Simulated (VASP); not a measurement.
# Bi (R-3m) in VASP: a series of runs

Runs on Bi. Level: PBEsol. Tasks: single point.

Everything below comes from runs of VASP 6.6.1. Logs are shortened: lines on timing, memory, paths and dates and some standing lists are left out, and cuts for length are marked.

### Step 1. The cell of the first run

The structure is trigonal, space group R-3m (No. 166). Conventional cell: a = 4.614 Å, b = 4.614 Å, c = 11.684 Å, α = 90.00°, β = 90.00°, γ = 120.00°. Bi (site symmetry 3m) has 6 Bi at 3.09 to 3.54 Å within 4.1 Å.

### Step 2. Single point, PBEsol (strain +0.015 along x and y, -0.015 along z)

INCAR

```
ALGO = Fast ; EDIFF = 1E-6
ENCUT = 520 ; GGA = PS
ISIF = 2 ; ISMEAR = 0
LASPH = T ; LCHARG = T
LELF = T ; LREAL = F
LVHAR = T ; LWAVE = F
NBANDS = 22 ; NELM = 100
PREC = Accurate ; SIGMA = 0.15
```

KPOINTS

```
k-points
0
Gamma
  12 12 12
```

POSCAR

```
Bi
1.0
    2.3070946736      1.3320017308      3.8946900000
   -2.3070946736      1.3320017308      3.8946900000
    0.0000000000     -2.6640034616      3.8946900000
Bi
2
Direct
    0.2338900000      0.2338900000      0.2338900000
    0.7661100000      0.7661100000      0.7661100000
```

Potentials or basis: VASP PAW PBE potentials, release 64 (Bi_d).

On the command line:

```
$ cat potpaw_PBE.64/Bi_d/POTCAR > POTCAR
$ mpirun -np 1 vasp_std > vasp.out
```

OUTCAR:

```text
EDIFF = 1E-6
   ENCUT = 520
   GGA = PS
   ISIF = 2
   ISMEAR = 0
   LASPH = T
   LREAL = F
   NELM = 100
   PREC = Accurate

 ion  position               nearest neighbor table
   1  0.234  0.234  0.234-   2 3.09   2 3.09   2 3.09   2 3.54   2 3.54   2 3.54
   2  0.766  0.766  0.766-   1 3.09   1 3.09   1 3.09   1 3.54   1 3.54   1 3.54

  LATTYP: Found a trigonal (rhomboedric) cell.
 ALAT       =     4.7186358876
 COS(alpha) =     0.5218899246

  Lattice vectors:

 A1 = (   2.3070946736,   1.3320017308,   3.8946900000)
 A2 = (  -2.3070946736,   1.3320017308,   3.8946900000)
 A3 = (   0.0000000000,  -2.6640034616,   3.8946900000)

Analysis of symmetry for initial positions (statically):
=====================================================================
 Subroutine PRICEL returns:
 Original cell was already a primitive cell.

 Routine SETGRP: Setting up the symmetry group for a
 trigonal (rhombohedral) supercell.

 Subroutine GETGRP returns: Found 12 space group operations
 (whereof 12 operations were pure point group operations)
 out of a pool of 12 trial point group operations.

The static configuration has the point symmetry D_3d.

Analysis of symmetry for dynamics (positions and initial velocities):
=====================================================================
 Subroutine PRICEL returns:
 Original cell was already a primitive cell.

 Routine SETGRP: Setting up the symmetry group for a
 trigonal (rhombohedral) supercell.

 Subroutine GETGRP returns: Found 12 space group operations
 (whereof 12 operations were pure point group operations)
 out of a pool of 12 trial point group operations.

The dynamic configuration has the point symmetry D_3d.

 Subroutine INISYM returns: Found 12 space group operations
 (whereof 12 operations are pure point group operations),
 and found     1 'primitive' translations

----------------------------------------------------------------------------------------

                                     Primitive cell

  volume of cell :      71.8116

  direct lattice vectors                    reciprocal lattice vectors
     2.307094674  1.332001731  3.894690000     0.216722792  0.125124963  0.085586615
    -2.307094674  1.332001731  3.894690000    -0.216722792  0.125124963  0.085586615
     0.000000000 -2.664003462  3.894690000     0.000000000 -0.250249925  0.085586615

  length of vectors
     4.718635888  4.718635888  4.718635888     0.264480800  0.264480800  0.264480800

  position of ions in fractional coordinates (direct lattice)
     0.233890000  0.233890000  0.233890000
     0.766110000  0.766110000  0.766110000

  ion indices of the primitive-cell ions
   primitive index   ion index
                 1           1
                 2           2

----------------------------------------------------------------------------------------

 KPOINTS: k-points

Automatic generation of k-mesh.
 Grid dimensions read from file:
 generate k-points for:   12   12   12

 Generating k-lattice:

  Cartesian coordinates                     Fractional coordinates (reciprocal lattice)
     0.018060233  0.010427080  0.007132218     0.083333333  0.000000000  0.000000000
    -0.018060233  0.010427080  0.007132218     0.000000000  0.083333333  0.000000000
     0.000000000 -0.020854160  0.007132218     0.000000000  0.000000000  0.083333333

  Length of vectors
     0.022040067  0.022040067  0.022040067

  Shift w.r.t. Gamma in fractional coordinates (k-lattice)
     0.000000000  0.000000000  0.000000000

 Subroutine IBZKPT returns following result:
 ===========================================

 Found    189 irreducible k-points:

 Following reciprocal coordinates:
            Coordinates               Weight
  0.000000  0.000000  0.000000      1.000000
  0.083333  0.000000 -0.000000      6.000000
  0.166667 -0.000000  0.000000      6.000000
  0.250000 -0.000000 -0.000000      6.000000
  0.333333 -0.000000 -0.000000      6.000000
  0.416667  0.000000 -0.000000      6.000000
[... 16 lines left out ...]
  0.500000  0.166667  0.000000     12.000000
 -0.416667  0.166667  0.000000     12.000000
 [... further k-points ...]
   k-points           NKPTS =    189   k-points in BZ     NKDIM =    189   number of bands    NBANDS=     22
   number of dos      NEDOS =    301   number of ions     NIONS =      2
   total plane-waves  NPLWV =  46656
   dimension x,y,z NGX =    36 NGY =   36 NGZ =   36
   dimension x,y,z NGXF=    72 NGYF=   72 NGZF=   72
   ions per type =               2
   NGX,Y,Z   is equivalent  to a cutoff of  12.68, 12.68, 12.68 a.u.
   NGXF,Y,Z  is equivalent  to a cutoff of  25.37, 25.37, 25.37 a.u.
 SYSTEM =  unknown system
   PREC   = accura    normal or accurate (medium, high low for compatibility)
   ISTART =      0    job   : 0-new  1-cont  2-samecut
   ICHARG =      2    charge: 1-file 2-atom 10-const
   ISPIN  =      1    spin polarized calculation?
   LNONCOLLINEAR =      F non collinear calculations
   LSORBIT =      F    spin-orbit coupling
   LASPH  =      T    aspherical Exc in radial PAW
   ENCUT  =  520.0 eV  38.22 Ry    6.18 a.u.   8.77  8.77  8.77*2*pi/ulx,y,z
   NELM   =    100;   NELMIN=  2; NELMDL= -5     # of ELM steps
   EDIFF  = 0.1E-05   stopping-criterion for ELM
   LREAL  =      F    real-space projection
   EDIFFG = 0.1E-04   stopping-criterion for IOM
   NSW    =      0    number of steps for IOM
   IBRION =     -1    ionic relax: 0-MD 1-quasi-New 2-CG
   NFREE  =      0    steps in history (QN), initial steepest desc. (CG)
   ISIF   =      2    stress and relaxation
   ISYM   =      2    0-nonsym 1-usesym 2-fastsym
   POTIM  = 0.5000    time-step for ionic-motion
   TEBEG  =    0.0;   TEEND  =   0.0 temperature during run
   PSTRESS=    0.0 pullay stress
   NELECT =      30.0000    total number of electrons
   NUPDOWN=      -1.0000    fix difference up-down
   EMIN   =  10.00;   EMAX   =-10.00  energy-range for DOS
   EFERMI =   0.00;   METHOD = LEGACY
   ISMEAR =     0;   SIGMA  =   0.15  broadening in eV -4-tet -1-fermi 0-gaus
   EFERMI_NEDOS =   21; number of points for ismear=-14 and -15
   IALGO  =     68    algorithm
   IMIX   =      4    mixing-type and parameters
     AMIX     =   0.40;   BMIX     =  1.00
     AMIX_MAG =   1.60;   BMIX_MAG =  1.00
  volume/ion in A,a.u.               =      35.91       242.30
  Fermi-wavevector in a.u.,A,eV,Ry     =   1.223819  2.312682 20.377888  1.497733
  Thomas-Fermi vector in A             =   2.358916
   LORBIT       =      0    0 simple, 1 ext, 2 COOP (PROOUT), +10 PAW based schemes
   GGA     = PS    functional components
   LHFCALC =     F    Hartree Fock is set to
   AEXX    =    0.0000 exact exchange contribution
   IVDW    =     0    specifies the selected vdW correction
   LEPSILON=     F    determine dielectric tensor
   LRPA    =     F    only Hartree local field effects (RPA)
 non-spin polarized calculation
 RMM-DIIS sequential band-by-band and
 Gauss-broadening in eV      SIGMA  =   0.15
  energy-cutoff  :      520.00
  volume of cell :       71.81
 maximum number of plane-waves:      1958
   NGX = 17   NGY = 17   NGZ = 17

 number of electron      29.9999996 magnetization

 Free energy of the ion-electron system (eV)
  ---------------------------------------------------
  ext. energy  EPLUGINS =         0.00000000
  ---------------------------------------------------
  free energy    TOTEN  =        -8.58650210 eV

  energy without entropy =       -8.58404676  energy(sigma->0) =       -8.58527443

 E-fermi :   5.9032     XC(G=0):  -9.6087

 val. band max:        5.8234011192   @ k =   0.2500   0.1667   0.0833
 cond. band min:       5.9167609565   @ k =   0.4167   0.0833   0.0833
 fundamental gap:      0.0933598373
 Fermi energy:         5.9031525432

 k-point     1 :       0.0000    0.0000    0.0000
  band No.  band energies     occupation
      1     -16.8868      2.00000
      2     -16.8868      2.00000
      3     -16.7460      2.00000
      4     -16.7460      2.00000
      5     -16.7250      2.00000
      6     -16.5734      2.00000
[... 14 lines left out ...]
     21      11.6574      0.00000
     22      11.8408      0.00000

 k-point     2 :       0.0833    0.0000   -0.0000
  band No.  band energies     occupation
      1     -16.8821      2.00000
      2     -16.8808      2.00000
      3     -16.7437      2.00000
      4     -16.7423      2.00000
      5     -16.7218      2.00000
      6     -16.5765      2.00000
[... 14 lines left out ...]
     21      11.6273      0.00000
     22      12.4599      0.00000

 k-point     3 :       0.1667   -0.0000    0.0000
  band No.  band energies     occupation
      1     -16.8684      2.00000
      2     -16.8633      2.00000
      3     -16.7373      2.00000
      4     -16.7316      2.00000
      5     -16.7124      2.00000
      6     -16.5864      2.00000
[... 14 lines left out ...]
     21      11.8931      0.00000
     22      13.6537      0.00000

 k-point     4 :       0.2500   -0.0000   -0.0000
  band No.  band energies     occupation
      1     -16.8476      2.00000
      2     -16.8354      2.00000
      3     -16.7285      2.00000
      4     -16.7150      2.00000
      5     -16.6968      2.00000
      6     -16.6040      2.00000
[... 14 lines left out ...]
     21      12.4319      0.00000
     22      15.0549      0.00000

 k-point     5 :       0.3333   -0.0000   -0.0000
  band No.  band energies     occupation
      1     -16.8235      2.00000
      2     -16.7996      2.00000
      3     -16.7192      2.00000
      4     -16.6944      2.00000
      5     -16.6769      2.00000
      6     -16.6279      2.00000
[... 14 lines left out ...]
     21      13.2085      0.00000
     22      16.0376      0.00000

 k-point     6 :       0.4167    0.0000   -0.0000
  band No.  band energies     occupation
      1     -16.8025      2.00000
      2     -16.7597      2.00000
      3     -16.7119      2.00000
      4     -16.6730      2.00000
      5     -16.6728      2.00000
      6     -16.6382      2.00000
[... 14 lines left out ...]
     21      14.1712      0.00000
     22      15.3941      0.00000

 k-point     7 :       0.5000   -0.0000   -0.0000
  band No.  band energies     occupation
      1     -16.7936      2.00000
      2     -16.7319      2.00000
      3     -16.7084      2.00000
      4     -16.6945      2.00000
      5     -16.6586      2.00000
      6     -16.6415      2.00000
[... 324 lines left out ...]
      6     -16.6050      2.00000
[... 14 lines left out ...]
     21      12.9818      0.00000
     22      13.4964      0.00000

 k-point    21 :       0.3333    0.1667   -0.0000
  band No.  band energies     occupation
      1     -16.8616      2.00000
      2     -16.7882      2.00000
      3     -16.7317      2.00000
      4     -16.7051      2.00000
      5     -16.6772      2.00000
      6     -16.6242      2.00000
[... 14 lines left out ...]
     21      13.7422      0.00000
     22      14.6457      0.00000

 k-point    22 :       0.4167    0.1667   -0.0000
  band No.  band energies     occupation
      1     -16.8401      2.00000
      2     -16.7624      2.00000
      3     -16.7156      2.00000
      4     -16.6989      2.00000
      5     -16.6586      2.00000
      6     -16.6452      2.00000
[... 14 lines left out ...]
     21      14.6955      0.00000
     22      15.2609      0.00000

 k-point    23 :       0.5000    0.1667    0.0000
  band No.  band energies     occupation
      1     -16.8210      2.00000
      2     -16.7419      2.00000
      3     -16.7018      2.00000
      4     -16.6904      2.00000
      5     -16.6662      2.00000
      6     -16.6397      2.00000
[... 14 lines left out ...]
     21      14.8211      0.00000
     22      15.3840      0.00000

 k-point    24 :      -0.4167    0.1667    0.0000
  band No.  band energies     occupation
      1     -16.8178      2.00000
      2     -16.7206      2.00000
      3     -16.7050      2.00000
      4     -16.6938      2.00000
      5     -16.6598      2.00000
      6     -16.6497      2.00000
[... 14 lines left out ...]
     21      13.8089      0.00000
     22      16.1034      0.00000

 [... further k-points ...]
[... 5 lines left out ...]
  --------------------------------------------------------------------------------------
  -------------------------------------------------------------------------------------
  Total       -0.8353389     -0.8353389     -0.3466886      0.0000000     -0.0000000      0.0000000
  in kB      -18.6371264    -18.6371264     -7.7349196      0.0000000     -0.0000000      0.0000000
  external PRESSURE =     -15.0030574 kB  Pullay stress =       0.0000000 kB

 VOLUME and BASIS-vectors are now :
 -----------------------------------------------------------------------------
  energy-cutoff  :      520.00
  volume of cell :       71.81
      direct lattice vectors                 reciprocal lattice vectors
     2.307094674  1.332001731  3.894690000     0.216722792  0.125124963  0.085586615
    -2.307094674  1.332001731  3.894690000    -0.216722792  0.125124963  0.085586615
     0.000000000 -2.664003462  3.894690000     0.000000000 -0.250249925  0.085586615

 POSITION                                       TOTAL-FORCE (eV/Angst)
 -----------------------------------------------------------------------------------
      0.00000      0.00000      2.73279         0.000000      0.000000      0.108274
      0.00000      0.00000      8.95128         0.000000      0.000000     -0.108274
 -----------------------------------------------------------------------------------
    total drift:                                0.000000     -0.000000      0.000000

  FREE ENERGIE OF THE ION-ELECTRON SYSTEM (eV)
  ---------------------------------------------------
  free  energy   TOTEN  =        -8.5865021030 eV

  energy  without entropy=       -8.5840467601  energy(sigma->0) =       -8.58527443
```

Run time: 13 min. Hardware: 1 thread of Intel Xeon 8259CL, shared host; peak memory 0.34 GiB.

What came out:

- Free energy: -8.5865 eV
- Pressure: -1.5 GPa
- Largest force: 0.108 eV/Å
- Band gap on the k mesh: zero (bands 15 and 16 overlap by 0.15 eV)

Forces in eV/Å, atoms in the order of the input:
```
Bi   0.000  0.000  0.108
Bi   0.000  0.000 -0.108
```

Stress tensor (GPa, compression positive):
```
-1.86  0.00  0.00
 0.00 -1.86  0.00
 0.00  0.00 -0.77
```

Caveat: the cell differs from its parent crystal (strain +0.015 along x and y, -0.015 along z); the PAW data sets were made with another functional, which shifts forces and pressure a little; spin-orbit coupling is left out, which moves the levels of the heavy elements.

(Part 1 of 2 ends here.)

The gap in the log of VASP goes by the Fermi energy; the results here count the filled bands.